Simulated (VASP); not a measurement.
# Ru (Pm-3n) in VASP: single point with PBE

Aim: the single point of Ru with PBE.

Program: VASP 6.6.1. These are calculated values, not measurements. Logs are shortened: lines on timing, memory, paths and dates and some standing lists are left out, and cuts for length are marked.

## Step 1: The cell of the first run

It takes space group Pm-3n (No. 223, cubic). The conventional cell has a = 4.845 Å, b = 4.845 Å, c = 4.845 Å, α = 90.00°, β = 90.00°, γ = 90.00°. Within 3.6 Å of Ru (site symmetry m-3) lie 12 Ru at 2.71 Å. Ru (site symmetry -4m2) has 14 Ru at 2.42 to 2.97 Å within 3.2 Å.

## Step 2: Single point, PBE

INCAR

```
ALGO     = Fast           # electronic algorithm
EDIFF    = 1E-6           # SCF threshold, eV
ENCUT    = 520            # plane-wave cutoff, eV
GGA      = PE             # functional
ISIF     = 2              # what is computed and relaxed
ISMEAR   = 0              # smearing method
LASPH    = True           # aspherical terms in the spheres
LCHARG   = False          # write CHGCAR
LREAL    = False          # projectors in reciprocal space
LWAVE    = False          # write WAVECAR
NBANDS   = 66             # bands
NELM     = 100            # most SCF steps
PREC     = Accurate       # precision mode
SIGMA    = 0.1            # smearing width, eV
```

KPOINTS

```
k-points
0
Gamma
  8 8 8
```

POSCAR

```
Ru
1.0
    4.8445799641      0.0000000000      0.0000000000
    0.0000000000      4.8445799641      0.0000000000
    0.0000000000      0.0000000000      4.8445799641
Ru
8
Direct
    0.5000000000      0.5000000000      0.5000000000
    0.0000000000      0.0000000000      0.0000000000
    0.2500000000      0.0000000000      0.5000000000
    0.5000000000      0.2500000000      0.0000000000
    0.5000000000      0.7500000000      0.0000000000
    0.7500000000      0.0000000000      0.5000000000
    0.0000000000      0.5000000000      0.7500000000
    0.0000000000      0.5000000000      0.2500000000
```

Potentials or basis: VASP PAW PBE potentials, release 64 (Ru_pv).

Launch:

```sh
$ cat potpaw_PBE.64/Ru_pv/POTCAR > POTCAR
$ mpirun -np 1 vasp_std > vasp.out
```

OUTCAR:

```text
EDIFF = 1E-6
   ENCUT = 520
   GGA = PE
   ISIF = 2
   ISMEAR = 0
   LASPH = True
   LREAL = False
   NELM = 100
   PREC = Accurate

 ion  position               nearest neighbor table
   1  0.500  0.500  0.500-   3 2.71   4 2.71   5 2.71   6 2.71   7 2.71   8 2.71   4 2.71   5 2.71
                             3 2.71   6 2.71   7 2.71   8 2.71
   2  0.000  0.000  0.000-   3 2.71   4 2.71   5 2.71   6 2.71   7 2.71   8 2.71   3 2.71   6 2.71
                             7 2.71   8 2.71   4 2.71   5 2.71
   3  0.250  0.000  0.500-   6 2.42   6 2.42   1 2.71   2 2.71   1 2.71   2 2.71   8 2.97   5 2.97
                             4 2.97   5 2.97   4 2.97   7 2.97   8 2.97   7 2.97
   4  0.500  0.250  0.000-   5 2.42   5 2.42   1 2.71   1 2.71   2 2.71   2 2.71   8 2.97   3 2.97
                             3 2.97   6 2.97   6 2.97   7 2.97   7 2.97   8 2.97
   5  0.500  0.750  0.000-   4 2.42   4 2.42   1 2.71   1 2.71   2 2.71   2 2.71   8 2.97   3 2.97
                             3 2.97   6 2.97   6 2.97   7 2.97   7 2.97   8 2.97
   6  0.750  0.000  0.500-   3 2.42   3 2.42   1 2.71   2 2.71   1 2.71   2 2.71   8 2.97   4 2.97
                             4 2.97   5 2.97   5 2.97   7 2.97   8 2.97   7 2.97
   7  0.000  0.500  0.750-   8 2.42   8 2.42   1 2.71   2 2.71   2 2.71   1 2.71   3 2.97   4 2.97
                             5 2.97   3 2.97   6 2.97   6 2.97   4 2.97   5 2.97
   8  0.000  0.500  0.250-   7 2.42   7 2.42   1 2.71   2 2.71   2 2.71   1 2.71   3 2.97   4 2.97
                             5 2.97   3 2.97   6 2.97   6 2.97   4 2.97   5 2.97

  LATTYP: Found a simple cubic cell.
 ALAT       =     4.8445799641

  Lattice vectors:

 A1 = (   4.8445799641,   0.0000000000,   0.0000000000)
 A2 = (   0.0000000000,   4.8445799641,   0.0000000000)
 A3 = (   0.0000000000,   0.0000000000,   4.8445799641)

Analysis of symmetry for initial positions (statically):
=====================================================================
 Subroutine PRICEL returns:
 Original cell was already a primitive cell.

 Routine SETGRP: Setting up the symmetry group for a
 simple cubic supercell.

 Subroutine GETGRP returns: Found 48 space group operations
 (whereof 24 operations were pure point group operations)
 out of a pool of 48 trial point group operations.

The static configuration has the point symmetry T_h .
 The point group associated with its full space group is O_h .

Analysis of symmetry for dynamics (positions and initial velocities):
=====================================================================
 Subroutine PRICEL returns:
 Original cell was already a primitive cell.

 Routine SETGRP: Setting up the symmetry group for a
 simple cubic supercell.

 Subroutine GETGRP returns: Found 48 space group operations
 (whereof 24 operations were pure point group operations)
 out of a pool of 48 trial point group operations.

The dynamic configuration has the point symmetry T_h .
 The point group associated with its full space group is O_h .

 Subroutine INISYM returns: Found 48 space group operations
 (whereof 24 operations are pure point group operations),
 and found     1 'primitive' translations

----------------------------------------------------------------------------------------

                                     Primitive cell

  volume of cell :     113.7021

  direct lattice vectors                    reciprocal lattice vectors
     4.844579964  0.000000000  0.000000000     0.206416244  0.000000000  0.000000000
     0.000000000  4.844579964  0.000000000     0.000000000  0.206416244  0.000000000
     0.000000000  0.000000000  4.844579964     0.000000000  0.000000000  0.206416244

  length of vectors
     4.844579964  4.844579964  4.844579964     0.206416244  0.206416244  0.206416244

  position of ions in fractional coordinates (direct lattice)
     0.500000000  0.500000000  0.500000000
     0.000000000  0.000000000  0.000000000
     0.250000000  0.000000000  0.500000000
     0.500000000  0.250000000  0.000000000
     0.500000000  0.750000000  0.000000000
     0.750000000  0.000000000  0.500000000
     0.000000000  0.500000000  0.750000000
     0.000000000  0.500000000  0.250000000

  ion indices of the primitive-cell ions
   primitive index   ion index
                 1           1
                 2           2
                 3           3
                 4           4
                 5           5
                 6           6
                 7           7
                 8           8

----------------------------------------------------------------------------------------

 KPOINTS: k-points

Automatic generation of k-mesh.
 Grid dimensions read from file:
 generate k-points for:    8    8    8

 Generating k-lattice:

  Cartesian coordinates                     Fractional coordinates (reciprocal lattice)
     0.025802031  0.000000000  0.000000000     0.125000000  0.000000000  0.000000000
     0.000000000  0.025802031  0.000000000     0.000000000  0.125000000  0.000000000
     0.000000000  0.000000000  0.025802031     0.000000000  0.000000000  0.125000000

  Length of vectors
     0.025802031  0.025802031  0.025802031

  Shift w.r.t. Gamma in fractional coordinates (k-lattice)
     0.000000000  0.000000000  0.000000000

 Subroutine IBZKPT returns following result:
 ===========================================

 Found     35 irreducible k-points:

 Following reciprocal coordinates:
            Coordinates               Weight
  0.000000  0.000000  0.000000      1.000000
  0.125000  0.000000  0.000000      6.000000
  0.250000  0.000000  0.000000      6.000000
  0.375000  0.000000  0.000000      6.000000
  0.500000  0.000000  0.000000      3.000000
  0.125000  0.125000  0.000000     12.000000
[... 16 lines left out ...]
  0.375000  0.375000  0.125000     24.000000
  0.500000  0.375000  0.125000     24.000000
 [... further k-points ...]
   k-points           NKPTS =     35   k-points in BZ     NKDIM =     35   number of bands    NBANDS=     66
   number of dos      NEDOS =    301   number of ions     NIONS =      8
   total plane-waves  NPLWV =  46656
   dimension x,y,z NGX =    36 NGY =   36 NGZ =   36
   dimension x,y,z NGXF=    72 NGYF=   72 NGZF=   72
   ions per type =               8
   NGX,Y,Z   is equivalent  to a cutoff of  12.35, 12.35, 12.35 a.u.
   NGXF,Y,Z  is equivalent  to a cutoff of  24.71, 24.71, 24.71 a.u.
 SYSTEM =  unknown system
   PREC   = accura    normal or accurate (medium, high low for compatibility)
   ISTART =      0    job   : 0-new  1-cont  2-samecut
   ICHARG =      2    charge: 1-file 2-atom 10-const
   ISPIN  =      1    spin polarized calculation?
   LNONCOLLINEAR =      F non collinear calculations
   LSORBIT =      F    spin-orbit coupling
   LASPH  =      T    aspherical Exc in radial PAW
   ENCUT  =  520.0 eV  38.22 Ry    6.18 a.u.   9.01  9.01  9.01*2*pi/ulx,y,z
   NELM   =    100;   NELMIN=  2; NELMDL= -5     # of ELM steps
   EDIFF  = 0.1E-05   stopping-criterion for ELM
   LREAL  =      F    real-space projection
   EDIFFG = 0.1E-04   stopping-criterion for IOM
   NSW    =      0    number of steps for IOM
   IBRION =     -1    ionic relax: 0-MD 1-quasi-New 2-CG
   NFREE  =      0    steps in history (QN), initial steepest desc. (CG)
   ISIF   =      2    stress and relaxation
   ISYM   =      2    0-nonsym 1-usesym 2-fastsym
   POTIM  = 0.5000    time-step for ionic-motion
   TEBEG  =    0.0;   TEEND  =   0.0 temperature during run
   PSTRESS=    0.0 pullay stress
   NELECT =     112.0000    total number of electrons
   NUPDOWN=      -1.0000    fix difference up-down
   EMIN   =  10.00;   EMAX   =-10.00  energy-range for DOS
   EFERMI =   0.00;   METHOD = LEGACY
   ISMEAR =     0;   SIGMA  =   0.10  broadening in eV -4-tet -1-fermi 0-gaus
   EFERMI_NEDOS =   21; number of points for ismear=-14 and -15
   IALGO  =     68    algorithm
   IMIX   =      4    mixing-type and parameters
     AMIX     =   0.40;   BMIX     =  1.00
     AMIX_MAG =   1.60;   BMIX_MAG =  1.00
  volume/ion in A,a.u.               =      14.21        95.91
  Fermi-wavevector in a.u.,A,eV,Ry     =   1.628889  3.078153 36.100039  2.653278
  Thomas-Fermi vector in A             =   2.721445
   LORBIT       =      0    0 simple, 1 ext, 2 COOP (PROOUT), +10 PAW based schemes
   GGA     = PE    functional components
   LHFCALC =     F    Hartree Fock is set to
   AEXX    =    0.0000 exact exchange contribution
   IVDW    =     0    specifies the selected vdW correction
   LEPSILON=     F    determine dielectric tensor
   LRPA    =     F    only Hartree local field effects (RPA)
 non-spin polarized calculation
 RMM-DIIS sequential band-by-band and
 Gauss-broadening in eV      SIGMA  =   0.10
  energy-cutoff  :      520.00
  volume of cell :      113.70
 maximum number of plane-waves:      3112
   NGX = 19   NGY = 19   NGZ = 19

 number of electron     112.0000094 magnetization

 Free energy of the ion-electron system (eV)
  ---------------------------------------------------
  ext. energy  EPLUGINS =         0.00000000
  ---------------------------------------------------
  free energy    TOTEN  =       -70.74251181 eV

  energy without entropy =      -70.68344912  energy(sigma->0) =      -70.71298046

 E-fermi :  12.1430     XC(G=0): -13.8151

 val. band max:       12.1179329983   @ k =   0.5000   0.3750   0.0000
 cond. band min:      12.1601323453   @ k =   0.3750   0.1250   0.0000
 fundamental gap:      0.0421993470
 Fermi energy:        12.1430085534

 k-point     1 :       0.0000    0.0000    0.0000
  band No.  band energies     occupation
      1     -31.7797      2.00000
      2     -31.7797      2.00000
      3     -31.6736      2.00000
      4     -31.1820      2.00000
      5     -31.1820      2.00000
      6     -31.1820      2.00000
[... 58 lines left out ...]
     65      13.6616      0.00000
     66      15.9369      0.00000

 k-point     2 :       0.1250    0.0000    0.0000
  band No.  band energies     occupation
      1     -31.7817      2.00000
      2     -31.7547      2.00000
      3     -31.6557      2.00000
      4     -31.1785      2.00000
      5     -31.1785      2.00000
      6     -31.1559      2.00000
[... 1507 lines left out ...]
     65      13.4984      0.00000
     66      13.7142      0.00000

 k-point    24 :       0.5000    0.3750    0.1250
  band No.  band energies     occupation
      1     -31.7495      2.00000
      2     -31.3788      2.00000
      3     -31.1484      2.00000
      4     -31.1331      2.00000
      5     -31.0874      2.00000
      6     -31.0391      2.00000
[... 58 lines left out ...]
     65      13.4812      0.00000
     66      13.9946      0.00000

 [... further k-points ...]
[... 5 lines left out ...]
  --------------------------------------------------------------------------------------
  -------------------------------------------------------------------------------------
  Total       -0.0126614     -0.0126614     -0.0126614      0.0000000      0.0000000     -0.0000000
  in kB       -0.1784119     -0.1784119     -0.1784119      0.0000000      0.0000000     -0.0000000
  external PRESSURE =      -0.1784119 kB  Pullay stress =       0.0000000 kB

 VOLUME and BASIS-vectors are now :
 -----------------------------------------------------------------------------
  energy-cutoff  :      520.00
  volume of cell :      113.70
      direct lattice vectors                 reciprocal lattice vectors
     4.844579964  0.000000000  0.000000000     0.206416244  0.000000000  0.000000000
     0.000000000  4.844579964  0.000000000     0.000000000  0.206416244  0.000000000
     0.000000000  0.000000000  4.844579964     0.000000000  0.000000000  0.206416244

 POSITION                                       TOTAL-FORCE (eV/Angst)
 -----------------------------------------------------------------------------------
      2.42229      2.42229      2.42229         0.000000      0.000000     -0.000000
      0.00000      0.00000      0.00000         0.000000      0.000000     -0.000000
      1.21114      0.00000      2.42229        -0.000000      0.000000      0.000000
      2.42229      1.21114      0.00000        -0.000000      0.000000     -0.000000
      2.42229      3.63343      0.00000        -0.000000     -0.000000      0.000000
      3.63343      0.00000      2.42229         0.000000     -0.000000     -0.000000
      0.00000      2.42229      3.63343        -0.000000      0.000000     -0.000000
      0.00000      2.42229      1.21114         0.000000     -0.000000      0.000000
 -----------------------------------------------------------------------------------
    total drift:                                0.000000      0.000000     -0.000000

  FREE ENERGIE OF THE ION-ELECTRON SYSTEM (eV)
  ---------------------------------------------------
  free  energy   TOTEN  =       -70.7425118074 eV

  energy  without entropy=      -70.6834491173  energy(sigma->0) =      -70.71298046
```

Run time: 6.6 min. Hardware: 1 thread of Intel Xeon 8259CL, shared host; peak memory 0.32 GiB.

What came out:

| Property | Result |
| --- | --- |
| Free energy | -70.7425 eV |
| Pressure | 0.0 GPa |
| Band gap on the k mesh | zero (bands 56 and 57 overlap by 0.86 eV) |
